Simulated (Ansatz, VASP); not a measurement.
Cd2HgSe3 in VASP and in Ansatz

```xyz
12
Lattice="4.3985 -0.0010 -0.0007 -2.2000 3.8133 -0.0001 -0.0034 -0.0024 21.5424" Properties=species:S:1:pos:R:3 pbc="T T T"
Cd    2.1991    1.2747   10.7552
Cd    2.2055    1.2760   17.9583
Cd   -0.0067    2.5391    7.1870
Cd   -0.0015    2.5310   21.5263
Hg    2.1951    1.2772    3.5984
Hg   -0.0085    2.5309   14.3702
Se    2.1927    1.2671    6.3113
Se    2.1928    1.2616   13.4491
Se    2.1975    1.2598   20.6491
Se   -0.0029    2.5476    2.6776
Se   -0.0006    2.5461    9.8780
Se    0.0052    2.5468   17.0829
```

Change from the starting cell: cell x1, atoms moved at random (sigma 0.1 Å) and cell strained at random (1.5 %), then relaxed without symmetry.

Alike in both runs: functional PBE; k mesh 6 × 6 × 1; occupations gaussian, width 0.2 eV; no spin polarisation.

Ansatz relaxed the structure, and its values are those at the end. VASP's run is a single point on that final structure, the one shown.

|  | VASP | Ansatz |
| --- | --- | --- |
| version | VASP 6.6.1 | Ansatz 0.2.0 |
| potentials or method | VASP PAW PBE potentials, release 64 (Cd, Hg, Se), cutoff 520 eV | scalar-relativistic, plane waves, PAW |
| valence electrons in the cell | 108 | 216 |

VASP gave:

| Quantity | Value |
| --- | --- |
| gap on the k mesh at the Fermi level (eV) | none |
| pressure (GPa) | 0.2 |
| rms of the force components (eV/Å) | 0.005 |

Problem. Estimate Ansatz's values.

Solution. gap on the k mesh at the Fermi level (eV): none; pressure (GPa): 0.0; rms of the force components (eV/Å): 0.005.

A gap of «none» marks a metal or a gap that the smearing closes. The functional is the same, so the differences come from potentials, cutoffs and numerics. VASP's potentials hold 108 valence electrons a cell and Ansatz's 216, so a difference there can come from the potentials and not from the codes.

Neither program's run includes spin-orbit coupling.
